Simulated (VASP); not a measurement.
A run of VASP 6.6.1 is set up as follows.

Contents of INCAR:

```
SYSTEM = Si
PREC     = Accurate       ! precision mode
ENCUT    = 520            ! plane-wave cutoff, eV
EDIFF    = 1E-6           ! SCF threshold, eV
ISMEAR   = 0              ! smearing method
SIGMA    = 0.15           ! smearing width, eV
LREAL    = .False.        ! projectors in reciprocal space
LASPH    = .True.         ! aspherical terms in the spheres
NELM     = 100            ! most SCF steps
ALGO     = Normal         ! electronic algorithm
ISIF     = 2              ! what is computed and relaxed
LWAVE    = .False.        ! write WAVECAR
LCHARG   = .False.        ! write CHGCAR
GGA      = CA             ! functional
NBANDS   = 16             ! bands
```

KPOINTS

```
Automatic mesh
0
Gamma
  22 24 7
  0 0 0
```

File POSCAR:

```
Si
1.0
    1.3042457136     -2.2590198415      0.0000000000
    0.0000000000      0.0000000000     -2.4707612060
    8.3471725671      3.6144317465      0.0000000000
Si
4
Direct
   -0.3500000000      0.0000000000      0.8750000000
    0.4500000000      0.0000000000      0.1250000000
   -0.1500000000      0.0000000000      0.3750000000
    0.2500000000      0.0000000000      0.6250000000
```

Potentials or basis: VASP PAW LDA potentials, release 64 (Si).

The run is started by

```sh
$ cat potpaw_LDA.64/Si/POTCAR > POTCAR
$ mpirun -np 1 vasp_std > vasp.out
```

Q: What does it give for the band gap on the k mesh?

A: Zero (bands 8 and 9 overlap by 8.04 eV).

Q: Estimate the pressure.

A: 3.1 GPa.

Q: Estimate the largest force.

A: 1.349 eV/Å.

Stress tensor (GPa, compression positive):
```
 6.15  4.14  0.00
 4.14  4.09  0.00
 0.00  0.00 -1.02
```

Caveat: the cell stands under pressure; forces of over 1 eV/Å act on the atoms, so gaps and moduli don't describe the material at rest.
